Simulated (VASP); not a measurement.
A run of VASP 6.6.1:

The input INCAR:

```
SYSTEM = Cr
PREC = Accurate
ENCUT = 600
EDIFF = 1E-6
ISMEAR = 0
SIGMA = 0.1
LREAL = .FALSE.
LASPH = .TRUE.
NELM = 60
ALGO = Fast
ISIF = 3
LWAVE = .FALSE.
LCHARG = .FALSE.
GGA = PS
IBRION = 2
NSW = 70
EDIFFG = -0.008
PSTRESS = 250.0
```

Contents of KPOINTS:

```
regular mesh
0
G
  20 20 20
  0 0 0
```

The input POSCAR:

```
Cr
1.0
   -1.3713583084      1.3713583084      1.3713583084
    1.3713583084     -1.3713583084      1.3713583084
    1.3713583084      1.3713583084     -1.3713583084
Cr
1
Direct
    0.0000000000      0.0000000000      0.0000000000
```

Potentials or basis: VASP PAW PBE potentials, release 64 (Cr_pv).

Command:

```console
$ cat potpaw_PBE.64/Cr_pv/POTCAR > POTCAR
$ mpirun -np 1 vasp_std > vasp.out
```

Hardware: 1 thread of Intel Xeon 8259CL (shared host).

How long does it take, and how much memory?

Run time: 46 s on 1 thread of Intel Xeon 8259CL, on a shared host, peak memory 0.16 GiB. Counts: scf iterations 13, k points 256, ion steps 1.
